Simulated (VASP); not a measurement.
# BN (P6_3/mmc) in VASP: further runs

Runs on BN. Level: PBEsol. Tasks: dielectric tensor, elastic constants.

Everything below comes from runs of VASP 6.6.1. Logs are shortened: lines on timing, memory, paths and dates and some standing lists are left out, and cuts for length are marked.

### 1 The cell of the first run

It takes space group P6_3/mmc (No. 194, hexagonal). Conventional cell: a = 2.498 Å, b = 2.498 Å, c = 6.636 Å, α = 90.00°, β = 90.00°, γ = 120.00°. N (site symmetry -6m2) has 3 B at 1.44 Å within 1.9 Å. Within 1.9 Å of B (site symmetry -6m2) lie 3 N at 1.44 Å.

### 2 Dielectric tensor, PBEsol

File INCAR:

```
SYSTEM = BN
ALGO     = Normal         ! electronic algorithm
EDIFF    = 1E-8           ! SCF threshold, eV
ENCUT    = 520            ! plane-wave cutoff, eV
GGA      = PS             ! functional
ISIF     = 2              ! what is computed and relaxed
ISMEAR   = 0              ! smearing method
LASPH    = .TRUE.         ! aspherical terms in the spheres
LCHARG   = .FALSE.        ! write CHGCAR
LEPSILON = .TRUE.         ! dielectric tensor by DFPT
LREAL    = .FALSE.        ! projectors in reciprocal space
LWAVE    = .FALSE.        ! write WAVECAR
NELM     = 80             ! most SCF steps
PREC     = Accurate       ! precision mode
SIGMA    = 0.01           ! smearing width, eV
```

File KPOINTS:

```
k-points
0
G
  12 12 4
  0 0 0
```

File POSCAR:

```
BN
1.0
    2.4982400000      0.0000000000      0.0000000000
   -1.2491200000      2.1635393048      0.0000000000
    0.0000000000      0.0000000000      6.6357000000
N B
2 2
Direct
    0.6666666667      0.3333333333      0.2500000000
    0.3333333333      0.6666666667      0.7500000000
    0.6666666667      0.3333333333      0.7500000000
    0.3333333333      0.6666666667      0.2500000000
```

Potentials or basis: VASP PAW PBE potentials, release 64 (N, B).

Started as:

```
$ cat potpaw_PBE.64/N/POTCAR potpaw_PBE.64/B/POTCAR > POTCAR
$ mpirun -np 1 vasp_std > vasp.out
```

OUTCAR:

```text
SYSTEM = BN
   EDIFF = 1E-8
   ENCUT = 520
   GGA = PS
   ISIF = 2
   ISMEAR = 0
   LASPH = .TRUE.
   LEPSILON = .TRUE.
   LREAL = .FALSE.
   NELM = 80
   PREC = Accurate

 ion  position               nearest neighbor table
   1  0.667  0.333  0.250-   4 1.44   4 1.44   4 1.44
   2  0.333  0.667  0.750-   3 1.44   3 1.44   3 1.44
   3  0.667  0.333  0.750-   2 1.44   2 1.44   2 1.44
   4  0.333  0.667  0.250-   1 1.44   1 1.44   1 1.44

  LATTYP: Found a hexagonal cell.
 ALAT       =     2.4982400000
 C/A-ratio  =     2.6561499296

  Lattice vectors:

 A1 = (   2.4982400000,   0.0000000000,   0.0000000000)
 A2 = (  -1.2491200000,   2.1635393048,   0.0000000000)
 A3 = (   0.0000000000,   0.0000000000,   6.6357000000)

Analysis of symmetry for initial positions (statically):
=====================================================================
 Subroutine PRICEL returns:
 Original cell was already a primitive cell.

 Routine SETGRP: Setting up the symmetry group for a
 hexagonal supercell.

 Subroutine GETGRP returns: Found 24 space group operations
 (whereof 12 operations were pure point group operations)
 out of a pool of 24 trial point group operations.

The static configuration has the point symmetry D_3d.
 The point group associated with its full space group is D_6h.

Analysis of symmetry for dynamics (positions and initial velocities):
=====================================================================
 Subroutine PRICEL returns:
 Original cell was already a primitive cell.

 Routine SETGRP: Setting up the symmetry group for a
 hexagonal supercell.

 Subroutine GETGRP returns: Found 24 space group operations
 (whereof 12 operations were pure point group operations)
 out of a pool of 24 trial point group operations.

The dynamic configuration has the point symmetry D_3d.
 The point group associated with its full space group is D_6h.

 Subroutine INISYM returns: Found 24 space group operations
 (whereof 12 operations are pure point group operations),
 and found     1 'primitive' translations

----------------------------------------------------------------------------------------

                                     Primitive cell

  volume of cell :      35.8662

  direct lattice vectors                    reciprocal lattice vectors
     2.498240000  0.000000000  0.000000000     0.400281798  0.231102804  0.000000000
    -1.249120000  2.163539305  0.000000000     0.000000000  0.462205608  0.000000000
     0.000000000  0.000000000  6.635700000     0.000000000  0.000000000  0.150700002

  length of vectors
     2.498240000  2.498240000  6.635700000     0.462205608  0.462205608  0.150700002

  position of ions in fractional coordinates (direct lattice)
     0.666666667  0.333333333  0.250000000
     0.333333333  0.666666667  0.750000000
     0.666666667  0.333333333  0.750000000
     0.333333333  0.666666667  0.250000000

  ion indices of the primitive-cell ions
   primitive index   ion index
                 1           1
                 2           2
                 3           3
                 4           4

----------------------------------------------------------------------------------------

 KPOINTS: k-points

Automatic generation of k-mesh.
 Grid dimensions read from file:
 generate k-points for:   12   12    4

 Generating k-lattice:

  Cartesian coordinates                     Fractional coordinates (reciprocal lattice)
     0.033356817  0.019258567  0.000000000     0.083333333 -0.000000000  0.000000000
     0.000000000  0.038517134  0.000000000     0.000000000  0.083333333  0.000000000
     0.000000000  0.000000000  0.037675000     0.000000000  0.000000000  0.250000000

  Length of vectors
     0.038517134  0.038517134  0.037675000
[... 94 lines left out ...]

 number of electron      15.9999997 magnetization

 E-fermi :   2.3127     XC(G=0): -10.3220

 val. band max:        2.2232965486   @ k =   0.3333   0.3333   0.5000
 cond. band min:       6.4023010477   @ k =   0.5000   0.0000   0.0000
 fundamental gap:      4.1790044991
 Fermi energy:         2.3126828458

 k-point     1 :       0.0000    0.0000    0.0000
  band No.  band energies     occupation
      1     -15.5778      2.00000
      2     -15.2728      2.00000
      3      -4.1062      2.00000
      4      -1.9233      2.00000
      5       0.9265      2.00000
      6       0.9265      2.00000
      7       0.9641      2.00000
      8       0.9641      2.00000
      9       7.2819      0.00000
     10      12.4335      0.00000
     11      13.7874      0.00000
     12      13.7876      0.00000
[... 331 lines left out ...]
 k-point    24 :       0.3333    0.0000    0.2500
  band No.  band energies     occupation
      1     -13.5361      2.00000
      2     -13.3815      2.00000
      3      -4.6738      2.00000
      4      -4.6141      2.00000
      5      -1.3511      2.00000
      6      -1.3070      2.00000
      7      -1.0321      2.00000
      8       0.2168      2.00000
      9       9.0217      0.00000
     10       9.6190      0.00000
     11      11.0949      0.00000
     12      12.4544      0.00000

 [... further k-points ...]

  FORCE on cell =-STRESS in cart. coord.  units (eV):
  Direction    XX          YY          ZZ          XY          YZ          ZX
  --------------------------------------------------------------------------------------
  -------------------------------------------------------------------------------------
  Total        0.7364478      0.7364478      0.1771066      0.0000000     -0.0000000     -0.0000000
  in kB       32.8978019     32.8978019      7.9115133      0.0000000     -0.0000000     -0.0000000
  external PRESSURE =      24.5690390 kB  Pullay stress =       0.0000000 kB

 VOLUME and BASIS-vectors are now :
 -----------------------------------------------------------------------------
  energy-cutoff  :      520.00
  volume of cell :       35.87
      direct lattice vectors                 reciprocal lattice vectors
     2.498240000  0.000000000  0.000000000     0.400281798  0.231102804  0.000000000
    -1.249120000  2.163539305  0.000000000     0.000000000  0.462205608  0.000000000
     0.000000000  0.000000000  6.635700000     0.000000000  0.000000000  0.150700002

 POSITION                                       TOTAL-FORCE (eV/Angst)
 -----------------------------------------------------------------------------------
      1.24912      0.72118      1.65892         0.000000      0.000000      0.000000
     -0.00000      1.44236      4.97677         0.000000      0.000000      0.000000
      1.24912      0.72118      4.97677        -0.000000     -0.000000      0.000000
     -0.00000      1.44236      1.65892         0.000000      0.000000      0.000000
 -----------------------------------------------------------------------------------
    total drift:                                0.000000     -0.000000      0.000000

  FREE ENERGIE OF THE ION-ELECTRON SYSTEM (eV)
  ---------------------------------------------------
  free  energy   TOTEN  =       -36.5629181966 eV

  energy  without entropy=      -36.5629181966  energy(sigma->0) =      -36.56291820

 HEAD OF MICROSCOPIC STATIC DIELECTRIC TENSOR (INDEPENDENT PARTICLE, excluding Hartree and local field effects)
 ------------------------------------------------------
           4.928316     0.000000    -0.000000
           0.000000     4.928316     0.000000
           0.000000     0.000000     3.084064
 ------------------------------------------------------

 Free energy of the ion-electron system (eV)
  ---------------------------------------------------
  ---------------------------------------------------
  free energy    TOTEN  =        -0.39939620 eV

  energy without entropy =       -0.39939620

------------------------ aborting loop because EDIFF is reached ----------------------------------------

--------------------------------------- Ionic step        2  -------------------------------------------

------------------------ aborting loop because EDIFF is reached ----------------------------------------

--------------------------------------- Ionic step        3  -------------------------------------------

 Free energy of the ion-electron system (eV)
  ---------------------------------------------------
  ---------------------------------------------------
  free energy    TOTEN  =        -0.19053008 eV

  energy without entropy =       -0.19053008

------------------------ aborting loop because EDIFF is reached ----------------------------------------

 PIEZOELECTRIC TENSOR FIELD DIRECTION 3  (e Angst)
 -----------------------------------------------------------------------------
    -0.00026  0.00000  0.00000           ( -0.00000  0.00000  0.00000)
     0.00000 -0.00026 -0.00000           (  0.00000 -0.00000 -0.00000)
    -0.00000  0.00000  0.00023           (  0.00000 -0.00000 -0.00001)

 PIEZOELECTRIC TENSOR FIELD DIRECTION 3  (C/m^2)
 -----------------------------------------------------------------------------
    -0.00012  0.00000  0.00000
     0.00000 -0.00012 -0.00000
    -0.00000  0.00000  0.00010

 MACROSCOPIC STATIC DIELECTRIC TENSOR (including local field effects in DFT)
 ------------------------------------------------------
           4.809800     0.000000    -0.000000
           0.000000     4.809800     0.000000
           0.000000     0.000000     2.742469
 ------------------------------------------------------

 PIEZOELECTRIC TENSOR (including local field effects)  for field in x, y, z        (e  Angst)
          XX          YY          ZZ          XY          YZ          ZX
  --------------------------------------------------------------------------------
  x     0.00000     0.00000     0.00000     0.00000     0.00000     0.00000
  y     0.00000     0.00000     0.00000     0.00000     0.00000     0.00000
  z     0.00000     0.00000     0.00000     0.00000     0.00000     0.00000

 PIEZOELECTRIC TENSOR (including local field effects)  for field in x, y, z        (C/m^2)
          XX          YY          ZZ          XY          YZ          ZX
  --------------------------------------------------------------------------------
  x     0.00000     0.00000     0.00000     0.00000     0.00000     0.00000
  y     0.00000     0.00000     0.00000     0.00000     0.00000     0.00000
  z     0.00000     0.00000     0.00000     0.00000     0.00000     0.00000

 BORN EFFECTIVE CHARGES (including local field effects) (in |e|, cummulative output)
 ---------------------------------------------------------------------------------
 ion    1
    1    -2.70653     0.00000     0.00000
    2     0.00000    -2.70653     0.00000
    3    -0.00000     0.00000    -0.74872
 ion    2
    1    -2.70653     0.00000     0.00000
    2     0.00000    -2.70653     0.00000
    3     0.00000     0.00000    -0.74872
 ion    3
    1     2.70653     0.00000     0.00000
    2     0.00000     2.70653     0.00000
    3    -0.00000     0.00000     0.74872
 ion    4
    1     2.70653     0.00000     0.00000
    2     0.00000     2.70653     0.00000
    3    -0.00000     0.00000     0.74872
```

Run time: 2.3 min. Hardware: 1 thread of Intel Xeon Platinum 8559C (Emerald Rapids), shared host; peak memory 0.27 GiB.

Results:

```yaml
Band_gap_on_the_k_mesh: 4.18 eV (least direct gap 4.60 eV)
Electronic_dielectric_tensor_diagonal: 4.81, 4.81, 2.74
Born_charges_mean_of_the_diagonal: N -2.05; B +2.05 e
```

Levels at points of the mesh, in eV from the valence-band top:
| k point | band 4 | band 5 | band 6 | band 7 | band 8 | band 9 | band 10 | band 11 | band 12 |
| --- | --- | --- | --- | --- | --- | --- | --- | --- | --- |
| (0.00, 0.00, 0.00) | -4.15 | -1.30 | -1.30 | -1.26 | -1.26 | 5.06 | 10.21 | 11.56 | 11.56 |
| (0.50, 0.00, 0.00) | -8.88 | -4.14 | -4.08 | -1.47 | -0.44 | 4.18 | 5.61 | 9.51 | 9.97 |
| (0.00, 0.00, 0.50) | -5.37 | -1.28 | -1.28 | -1.28 | -1.28 | 7.48 | 7.48 | 11.63 | 11.63 |
| (0.50, 0.00, 0.50) | -8.92 | -4.11 | -4.11 | -0.93 | -0.93 | 4.66 | 4.66 | 9.93 | 9.93 |

Electronic dielectric tensor:
```
4.81 0.00 0.00
0.00 4.81 0.00
0.00 0.00 2.74
```

Born effective charge tensors (e):
atom 1, N
```
-2.71  0.00  0.00
 0.00 -2.71  0.00
 0.00  0.00 -0.75
```
atom 2, N
```
-2.71  0.00  0.00
 0.00 -2.71  0.00
 0.00  0.00 -0.75
```
atom 3, B
```
2.71 0.00 0.00
0.00 2.71 0.00
0.00 0.00 0.75
```
atom 4, B
```
2.71 0.00 0.00
0.00 2.71 0.00
0.00 0.00 0.75
```

Caveat: the PAW data sets were made with another functional, which shifts forces and pressure a little; this functional lacks dispersion, which binds layers or chains, so the pressure and a relaxed spacing across them are unreliable.

### 3 Elastic constants, PBEsol

File INCAR:

```
  PREC = Accurate
  ENCUT = 600
  EDIFF = 1E-8
  ISMEAR = 0
  SIGMA = 0.01
  LREAL = False
  LASPH = True
  NELM = 80
  ALGO = Normal
  ISIF = 3
  LWAVE = False
  LCHARG = False
  GGA = PS
  NBANDS = 16
  IBRION = 6
  NFREE = 2
  POTIM = 0.015
  NSW = 1
```

File KPOINTS:

```
Automatic mesh
0
Gamma
  9 9 3
```

POSCAR is that of step 2.

Potentials or basis: VASP PAW PBE potentials, release 64 (N, B).

Started as:

```
$ cat potpaw_PBE.64/N/POTCAR potpaw_PBE.64/B/POTCAR > POTCAR
$ mpirun -np 1 vasp_std > vasp.out
```

It took 4.3 min on 1 thread of Intel Xeon Platinum 8559C (Emerald Rapids), shared host; peak memory 0.23 GiB.

The run converged. Its results:

```
Voigt bulk modulus                                      : 248 GPa
Highest phonon frequency at Γ, LO-TO splitting left out : 1375 cm⁻¹
```

Phonon frequencies in cm⁻¹ (negative: imaginary):
```tsv
q point	frequencies
(0.000, 0.000, 0.000)	0 0 0 44 44 103 740 791 1375 1375 1375 1375
```

Elastic tensor in Voigt notation (GPa, in the Cartesian axes of the cell as first typed):
```
889 213   2   0   0   0
213 889   2   0   0   0
  2   2  22   0   0   0
  0   0   0   3   0   0
  0   0   0   0   3   0
  0   0   0   0   0 338
```

Clamped-ion elastic tensor (GPa):
```
930 172   2   0   0   0
172 930   2   0   0   0
  2   2  22   0   0   0
  0   0   0   3   0   0
  0   0   0   0   3   0
  0   0   0   0   0 379
```

Caveat: the cell is under stress, which shifts elastic constants; the PAW data sets were made with another functional, which shifts forces and pressure a little; this functional lacks dispersion, which binds layers or chains, so the pressure and a relaxed spacing across them are unreliable.
